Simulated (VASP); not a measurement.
# SiC (Moissanite) in VASP: notebook

The runs below take SiC (Moissanite) through single point, with PBE.

Everything below comes from runs of VASP 6.6.1. Logs are shortened: lines on timing, memory, paths and dates and some standing lists are left out, and cuts for length are marked.

**1. The cell of the first run**

The structure is hexagonal, space group P6_3mc (No. 186). The conventional cell has a = 3.076 Å, b = 3.076 Å, c = 5.048 Å, α = 90.00°, β = 90.00°, γ = 120.00°. Si (site symmetry 3m) has 4 C at 1.87 to 1.94 Å within 2.5 Å. Within 2.5 Å of C (site symmetry 3m) lie 4 Si at 1.87 to 1.94 Å.

**2. Single point, PBE**

INCAR

```
PREC = Accurate
ENCUT = 520
EDIFF = 1E-7
ISMEAR = 0
SIGMA = 0.01
LREAL = F
LASPH = T
NELM = 60
ALGO = Normal
ISIF = 2
LWAVE = F
LCHARG = F
GGA = PE
NBANDS = 16
```

KPOINTS

```
regular mesh
0
Gamma
  5 5 3
```

POSCAR

```
SiC
1.0
    3.0760000000      0.0000000000      0.0000000000
   -1.5380000000      2.6638941400      0.0000000000
    0.0000000000      0.0000000000      5.0480000000
Si C
2 2
Direct
    0.3333333333      0.6666666667      0.0000000000
    0.6666666667      0.3333333333      0.5000000000
    0.3333333333      0.6666666667      0.3850000000
    0.6666666667      0.3333333333      0.8850000000
```

Potentials or basis: VASP PAW PBE potentials, release 64 (Si, C).

Started as:

```
$ cat potpaw_PBE.64/Si/POTCAR potpaw_PBE.64/C/POTCAR > POTCAR
$ mpirun -np 1 vasp_std > vasp.out
```

OUTCAR:

```text
PREC = Accurate
   ENCUT = 520
   EDIFF = 1E-7
   ISMEAR = 0
   LREAL = F
   LASPH = T
   NELM = 60
   ISIF = 2
   GGA = PE

 ion  position               nearest neighbor table
   1  0.333  0.667  0.000-   4 1.87   4 1.87   4 1.87   3 1.94   2 3.09   2 3.09   2 3.09   2 3.09
                             2 3.09   2 3.09
   2  0.667  0.333  0.500-   3 1.87   3 1.87   3 1.87   4 1.94   1 3.09   1 3.09   1 3.09   1 3.09
                             1 3.09   1 3.09
   3  0.333  0.667  0.385-   2 1.87   2 1.87   2 1.87   1 1.94
   4  0.667  0.333  0.885-   1 1.87   1 1.87   1 1.87   2 1.94

  LATTYP: Found a hexagonal cell.
 ALAT       =     3.0760000000
 C/A-ratio  =     1.6410923277

  Lattice vectors:

 A1 = (   3.0760000000,   0.0000000000,   0.0000000000)
 A2 = (  -1.5380000000,   2.6638941400,   0.0000000000)
 A3 = (   0.0000000000,   0.0000000000,   5.0480000000)

Analysis of symmetry for initial positions (statically):
=====================================================================
 Subroutine PRICEL returns:
 Original cell was already a primitive cell.

 Routine SETGRP: Setting up the symmetry group for a
 hexagonal supercell.

 Subroutine GETGRP returns: Found 12 space group operations
 (whereof  6 operations were pure point group operations)
 out of a pool of 24 trial point group operations.

The static configuration has the point symmetry C_3v.
 The point group associated with its full space group is C_6v.

Analysis of symmetry for dynamics (positions and initial velocities):
=====================================================================
 Subroutine PRICEL returns:
 Original cell was already a primitive cell.

 Routine SETGRP: Setting up the symmetry group for a
 hexagonal supercell.

 Subroutine GETGRP returns: Found 12 space group operations
 (whereof  6 operations were pure point group operations)
 out of a pool of 24 trial point group operations.

The dynamic configuration has the point symmetry C_3v.
 The point group associated with its full space group is C_6v.

 Subroutine INISYM returns: Found 12 space group operations
 (whereof  6 operations are pure point group operations),
 and found     1 'primitive' translations

[... 82 lines left out ...]
   NELM   =     60;   NELMIN=  2; NELMDL= -5     # of ELM steps
   EDIFF  = 0.1E-06   stopping-criterion for ELM
   LREAL  =      F    real-space projection
   EDIFFG = 0.1E-05   stopping-criterion for IOM
   NSW    =      0    number of steps for IOM
   IBRION =     -1    ionic relax: 0-MD 1-quasi-New 2-CG
   NFREE  =      0    steps in history (QN), initial steepest desc. (CG)
   ISIF   =      2    stress and relaxation
   ISYM   =      2    0-nonsym 1-usesym 2-fastsym
   POTIM  = 0.5000    time-step for ionic-motion
   TEBEG  =    0.0;   TEEND  =   0.0 temperature during run
   PSTRESS=    0.0 pullay stress
   NELECT =      16.0000    total number of electrons
   NUPDOWN=      -1.0000    fix difference up-down
   EMIN   =  10.00;   EMAX   =-10.00  energy-range for DOS
   EFERMI =   0.00;   METHOD = LEGACY
   ISMEAR =     0;   SIGMA  =   0.01  broadening in eV -4-tet -1-fermi 0-gaus
   EFERMI_NEDOS =   21; number of points for ismear=-14 and -15
   IALGO  =     38    algorithm
   IMIX   =      4    mixing-type and parameters
     AMIX     =   0.40;   BMIX     =  1.00
     AMIX_MAG =   1.60;   BMIX_MAG =  1.00
  volume/ion in A,a.u.               =      10.34        69.78
  Fermi-wavevector in a.u.,A,eV,Ry     =   1.192817  2.254098 19.358549  1.422813
  Thomas-Fermi vector in A             =   2.328847
   LORBIT       =      0    0 simple, 1 ext, 2 COOP (PROOUT), +10 PAW based schemes
   GGA     = PE    functional components
   LHFCALC =     F    Hartree Fock is set to
   AEXX    =    0.0000 exact exchange contribution
   IVDW    =     0    specifies the selected vdW correction
   LEPSILON=     F    determine dielectric tensor
   LRPA    =     F    only Hartree local field effects (RPA)
 non-spin polarized calculation
 Gauss-broadening in eV      SIGMA  =   0.01
  energy-cutoff  :      520.00
  volume of cell :       41.36
 maximum number of plane-waves:      1118
 NGX is ok and might be reduce to    24
   NGX = 11   NGY = 11   NGZ = 19

 number of electron      16.0000000 magnetization

 Free energy of the ion-electron system (eV)
  ---------------------------------------------------
  ext. energy  EPLUGINS =         0.00000000
  ---------------------------------------------------
  free energy    TOTEN  =       -30.02610697 eV

  energy without entropy =      -30.02610697  energy(sigma->0) =      -30.02610697

 E-fermi :   8.5188     XC(G=0): -11.3451

 val. band max:        8.4217593192   @ k =   0.0000   0.0000   0.0000
 cond. band min:      11.2254166387   @ k =   0.4000   0.0000   0.0000
 fundamental gap:      2.8036573195
 Fermi energy:         8.5187513179

 k-point     1 :       0.0000    0.0000    0.0000
  band No.  band energies     occupation
      1      -7.3082      2.00000
      2      -3.8036      2.00000
      3      -0.2779      2.00000
      4       6.8643      2.00000
      5       6.8643      2.00000
      6       8.1467      2.00000
[... 167 lines left out ...]
      3       0.1944      2.00000
      4       0.8711      2.00000
      5       2.9826      2.00000
      6       4.2098      2.00000
[... 8 lines left out ...]
     15      20.2638      0.00000
     16      20.9753      0.00000

------------------------ aborting loop because EDIFF is reached ----------------------------------------

  FORCE on cell =-STRESS in cart. coord.  units (eV):
  Direction    XX          YY          ZZ          XY          YZ          ZX
  --------------------------------------------------------------------------------------
  -------------------------------------------------------------------------------------
  Total        1.3779195      1.3779195      0.0794504      0.0000000      0.0000000      0.0000000
  in kB       53.3717910     53.3717910      3.0774001      0.0000000      0.0000000      0.0000000
  external PRESSURE =      36.6069940 kB  Pullay stress =       0.0000000 kB

 VOLUME and BASIS-vectors are now :
 -----------------------------------------------------------------------------
  energy-cutoff  :      520.00
  volume of cell :       41.36
      direct lattice vectors                 reciprocal lattice vectors
     3.076000000  0.000000000  0.000000000     0.325097529  0.187695146  0.000000000
    -1.538000000  2.663894140  0.000000000     0.000000000  0.375390292  0.000000000
     0.000000000  0.000000000  5.048000000     0.000000000  0.000000000  0.198098257

 POSITION                                       TOTAL-FORCE (eV/Angst)
 -----------------------------------------------------------------------------------
     -0.00000      1.77593      0.00000         0.000000     -0.000000      0.738888
      1.53800      0.88796      2.52400        -0.000000      0.000000      0.738888
     -0.00000      1.77593      1.94348         0.000000      0.000000     -0.738888
      1.53800      0.88796      4.46748        -0.000000     -0.000000     -0.738888
 -----------------------------------------------------------------------------------
    total drift:                                0.000000      0.000000     -0.000250

  FREE ENERGIE OF THE ION-ELECTRON SYSTEM (eV)
  ---------------------------------------------------
  free  energy   TOTEN  =       -30.0261069733 eV

  energy  without entropy=      -30.0261069733  energy(sigma->0) =      -30.02610697
```

OSZICAR:

```text
N       E                     dE             d eps       ncg     rms          rms(c)
DAV:   1     0.235413039448E+02    0.23541E+02   -0.71090E+03   320   0.888E+02
DAV:   2    -0.313866472653E+02   -0.54928E+02   -0.50826E+02   472   0.157E+02
DAV:   3    -0.337804698808E+02   -0.23938E+01   -0.23872E+01   408   0.300E+01
DAV:   4    -0.337974042500E+02   -0.16934E-01   -0.16932E-01   400   0.311E+00
DAV:   5    -0.337975692344E+02   -0.16498E-03   -0.16498E-03   424   0.290E-01    0.125E+01
DAV:   6    -0.301215271952E+02    0.36760E+01   -0.66150E+00   400   0.157E+01    0.566E+00
DAV:   7    -0.300435405159E+02    0.77987E-01   -0.10940E+00   448   0.614E+00    0.249E+00
DAV:   8    -0.300270641179E+02    0.16476E-01   -0.45273E-02   368   0.137E+00    0.632E-01
DAV:   9    -0.300257507495E+02    0.13134E-02   -0.72977E-03   424   0.581E-01    0.124E-01
DAV:  10    -0.300260790339E+02   -0.32828E-03   -0.10073E-03   400   0.184E-01    0.578E-02
DAV:  11    -0.300261054855E+02   -0.26452E-04   -0.93896E-05   368   0.685E-02    0.137E-02
DAV:  12    -0.300261063991E+02   -0.91359E-06   -0.67541E-06   416   0.165E-02    0.409E-03
DAV:  13    -0.300261069698E+02   -0.57071E-06   -0.54063E-07   408   0.472E-03    0.248E-03
DAV:  14    -0.300261069733E+02   -0.34972E-08   -0.20217E-08   208   0.994E-04
   1 F= -.30026107E+02 E0= -.30026107E+02  d E =-.104794E-44
```

stdout:

```text
POSCAR found type information on POSCAR SiC
 POSCAR found :  2 types and       4 ions
 scaLAPACK will be used
 LDA part: xc-table for (Slater+PW92), standard interpolation
 POSCAR, INCAR and KPOINTS ok, starting setup
 FFT: planning ... GRIDC
 FFT: planning ... GRID_SOFT
 FFT: planning ... GRID
 WAVECAR not read
 entering main loop
```

Run time: 3.6 s. Hardware: 1 thread of Intel Xeon 6975P-C, shared host; peak memory 0.15 GiB.

Results:

```
Free energy            : -30.0261 eV
Pressure               : 3.7 GPa
Largest force          : 0.739 eV/Å
Band gap on the k mesh : 2.80 eV, indirect (least direct gap 4.18 eV)
```

Forces in eV/Å, atoms in the order of the input:
```
Si   0.000  0.000  0.739
Si   0.000  0.000  0.739
C    0.000  0.000 -0.739
C    0.000  0.000 -0.739
```

Stress tensor (GPa, compression positive):
```
5.34 0.00 0.00
0.00 5.34 0.00
0.00 0.00 0.31
```

Caveat: the k points lie up to 0.47 Å⁻¹ apart. PBE gaps usually lie below the measured ones, often by a third to a half.

**3. Single point, PBE**

INCAR

```
SYSTEM = SiC
PREC     = Accurate       ! precision mode
ENCUT    = 520            ! plane-wave cutoff, eV
EDIFF    = 1E-6           ! SCF threshold, eV
ISMEAR   = 0              ! smearing method
SIGMA    = 0.01           ! smearing width, eV
LREAL    = .FALSE.        ! projectors in reciprocal space
LASPH    = .TRUE.         ! aspherical terms in the spheres
NELM     = 80             ! most SCF steps
ALGO     = Normal         ! electronic algorithm
ISIF     = 2              ! what is computed and relaxed
LWAVE    = .FALSE.        ! write WAVECAR
LCHARG   = .FALSE.        ! write CHGCAR
GGA      = PE             ! functional
NBANDS   = 16             ! bands
```

KPOINTS

```
Automatic mesh
0
G
  5 5 3
  0 0 0
```

POSCAR: that of step 2 with these lines changed.

```diff
@@ -11,2 +11,2 @@
     0.3333333333      0.6666666667      0.3850000000
-    0.6666666667      0.3333333333      0.8850000000
+    0.6666666667      0.3333333333      0.8900000000
```

Potentials or basis: VASP PAW PBE potentials, release 64 (Si, C).

Started as:

```
$ cat potpaw_PBE.64/Si/POTCAR potpaw_PBE.64/C/POTCAR > POTCAR
$ mpirun -np 1 vasp_std > vasp.out
```

Run time: 3.5 s. Hardware: 1 thread of Intel Xeon 6975P-C, shared host; peak memory 0.15 GiB.

Results (log left out):

```yaml
Free_energy: -30.0010 eV
Pressure: 3.8 GPa
Largest_force: 1.244 eV/Å
Band_gap_on_the_k_mesh: 2.73 eV, indirect (least direct gap 4.21 eV)
```

Forces on the atoms (eV/Å):
```
Si   0.000  0.000  0.950
Si   0.000  0.000  0.873
C    0.000  0.000 -0.579
C    0.000  0.000 -1.244
```

Stress tensor (GPa, compression positive):
```
 5.86  0.00  0.00
 0.00  5.86  0.00
 0.00  0.00 -0.24
```

Levels at points of the mesh, in eV from the valence-band top:
```csv
k point,band 6,band 7,band 8,band 9,band 10,band 11
"(0.00, 0.00, 0.00)",-0.38,-0.38,0.00,4.54,5.93,6.42
```

Caveat: the k points lie up to 0.47 Å⁻¹ apart; forces of over 1 eV/Å act on the atoms, so gaps and moduli don't describe the material at rest.

**4. Single point, PBE**

INCAR

```
SYSTEM = SiC
  PREC = Accurate
  ENCUT = 520
  EDIFF = 1E-6
  ISMEAR = 0
  SIGMA = 0.01
  LREAL = .False.
  LASPH = .True.
  NELM = 80
  ALGO = Normal
  ISIF = 2
  LWAVE = .False.
  LCHARG = .True.
  GGA = PE
  LELF = .True.
  LVHAR = .True.
  NBANDS = 16
```

KPOINTS

```
Automatic mesh
0
Gamma
  5 5 3
  0 0 0
```

POSCAR: that of step 3 with these lines changed.

```diff
@@ -11,2 +11,2 @@
     0.3333333333      0.6666666667      0.3850000000
-    0.6666666667      0.3333333333      0.8900000000
+    0.6666666667      0.3333333333      0.8950000000
```

Started as:

```
$ cat potpaw_PBE.64/Si/POTCAR potpaw_PBE.64/C/POTCAR > POTCAR
$ mpirun -np 1 vasp_std > vasp.out
```

Run time: 3.8 s. Hardware: 1 thread of Intel Xeon 6975P-C, shared host; peak memory 0.15 GiB.

Results (log left out):

```
Free energy            : -29.9637 eV
Pressure               : 4.1 GPa
Largest force          : 1.709 eV/Å
Band gap on the k mesh : 2.65 eV, indirect (least direct gap 4.24 eV)
```

Forces on the atoms (eV/Å):
```
Si   0.000  0.000  1.150
Si   0.000  0.000  0.977
C    0.000  0.000 -0.418
C    0.000  0.000 -1.709
```

Stress tensor (GPa, compression positive):
```
 6.42  0.00  0.00
 0.00  6.42  0.00
 0.00  0.00 -0.64
```

Levels at points of the mesh, in eV from the valence-band top:
```
           k point  band 5  band 6  band 7  band 8  band 9  band 10  band 11  band 12
(0.00, 0.00, 0.00)   -1.75   -0.47   -0.47    0.00    4.47     5.84     6.35     6.35
```

Caveat: the k points lie up to 0.47 Å⁻¹ apart; forces of over 1 eV/Å act on the atoms, so gaps and moduli don't describe the material at rest.

**5. Single point, PBE**

INCAR

```
SYSTEM = SiC
PREC = Accurate ; ENCUT = 520
EDIFF = 1E-7 ; ISMEAR = 0
SIGMA = 0.01 ; LREAL = .False.
LASPH = .True. ; NELM = 60
ALGO = Normal ; ISIF = 2
LWAVE = .False. ; LCHARG = .False.
GGA = PE ; NBANDS = 16
```

KPOINTS is that of step 4.

POSCAR: that of step 4 with these lines changed.

```diff
@@ -11,2 +11,2 @@
     0.3333333333      0.6666666667      0.3850000000
-    0.6666666667      0.3333333333      0.8950000000
+    0.6666666667      0.3333333333      0.9000000000
```

Started as:

```
$ cat potpaw_PBE.64/Si/POTCAR potpaw_PBE.64/C/POTCAR > POTCAR
$ mpirun -np 1 vasp_std > vasp.out
```

It took 4.2 s on 1 thread of Intel Xeon 6975P-C, shared host; peak memory 0.15 GiB.

The run converged. Its results:

- Free energy: -29.9151 eV
- Pressure: 4.4 GPa
- Largest force: 2.137 eV/Å
- Band gap on the k mesh: 2.57 eV, indirect (least direct gap 4.26 eV)

Forces in eV/Å, atoms in the order of the input:
```
Si   0.000  0.000  1.340
Si   0.000  0.000  1.053
C    0.000  0.000 -0.256
C    0.000  0.000 -2.137
```

Stress tensor (GPa, compression positive):
```
 7.00  0.00  0.00
 0.00  7.00  0.00
 0.00  0.00 -0.91
```

Levels at points of the mesh, in eV from the valence-band top:
```csv
k point,band 6,band 7,band 8,band 9,band 10,band 11
"(0.00, 0.00, 0.00)",-0.57,-0.57,0.00,4.40,5.73,6.28
```

Caveat: the k points lie up to 0.47 Å⁻¹ apart; forces of over 1 eV/Å act on the atoms, so gaps and moduli don't describe the material at rest.
